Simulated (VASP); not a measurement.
Set up this calculation in VASP 6.6.1, as the native input.

- Task: single point
- Functional: LDA
- Potentials or basis: VASP PAW LDA potentials, release 64 (Al, N)
- Cutoff: 520 eV
- k mesh: 8 × 8 × 6
- Occupations: gaussian, width 0.05 eV
- Spin: no spin polarisation
- Dipole correction: no
- Further INCAR settings: ALGO = Normal; EDIFF = 1e-06; NBANDS = 16

The structure of AlN lies in POSCAR:

```
AlN
1.0
    0.0000000000     -1.9720279384     -1.9720279384
    0.0000000000      1.9720279384     -1.9720279384
    3.9440558767      0.0000000000      0.0000000000
Al N
2 2
Direct
    0.5000000000      0.5000000000      0.0000000000
    0.0000000000      0.0000000000      0.5000000000
    0.5000000000      0.5000000000      0.5000000000
    0.0000000000      1.0000000000      0.0000000000
```

This cell differs from its parent crystal: the cell strained.

The input as run:

INCAR

```
SYSTEM = AlN
  PREC = Accurate
  ENCUT = 520
  EDIFF = 1E-6
  ISMEAR = 0
  SIGMA = 0.05
  LREAL = .False.
  LASPH = .True.
  NELM = 60
  ALGO = Normal
  ISIF = 2
  LWAVE = .False.
  LCHARG = .False.
  GGA = CA
  NBANDS = 16
```

KPOINTS

```
Automatic mesh
0
Gamma
  8 8 6
  0 0 0
```

Potentials or basis: VASP PAW LDA potentials, release 64 (Al, N).

The run is started by

```console
$ cat potpaw_LDA.64/Al/POTCAR potpaw_LDA.64/N/POTCAR > POTCAR
$ mpirun -np 1 vasp_std > vasp.out
```

It gave:

| Item | Value |
| --- | --- |
| Pressure | 16.2 GPa |
| Band gap on the k mesh | 5.05 eV |

Caveat: the cell differs from its parent crystal (the cell strained); the cell stands under pressure.

Run time: 11 s on 1 thread of Intel(R) Xeon(R) Platinum 8488C (Sapphire Rapids), with other jobs on the host, peak memory 0.14 GiB.
